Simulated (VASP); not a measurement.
The system is InSe.

```xyz
8
Lattice="4.0473 0.0000 0.0000 -2.0237 3.5051 0.0000 0.0000 0.0000 18.0521" Properties=species:S:1:pos:R:3 pbc="T T T"
In    0.0000    2.3367    1.3971
In    0.0000    2.3367   16.6550
In    0.0000    0.0000    7.6289
In    0.0000    0.0000   10.4231
Se    0.0000    2.3367    6.3721
Se    0.0000    2.3367   11.6800
Se    2.0237    1.1684    2.6537
Se    2.0237    1.1684   15.3984
```

Base run:

```yaml
Program: VASP 6.6.1
Functional: PBE
Potentials_or_basis: VASP PAW PBE potentials, release 64 (In_d, Se)
Cutoff: 520 eV
k_mesh: 8 × 8 × 2
Occupations: gaussian, width 0.014 eV
Spin: no spin polarisation
```

Its results: band gap on the k mesh 0.72 eV; pressure 1.5 GPa; largest force 0.254 eV/Å.

Problem. The run is repeated on the same cell with these changes: functional from PBE to r2SCAN; occupations from gaussian, width 0.014 eV to fermi-dirac, width 0.05 eV. What comes out?

Solution. Band gap on the k mesh 1.13 eV; pressure -0.1 GPa; largest force 0.044 eV/Å.

Caveats: spin-orbit coupling is left out, which moves the levels of the heavy elements; this functional lacks dispersion, which binds layers or chains, so the pressure and a relaxed spacing across them are unreliable (at least some runs); the PAW data sets were made with another functional, which shifts forces and pressure a little (at least some runs).

A k mesh can miss the band edges.
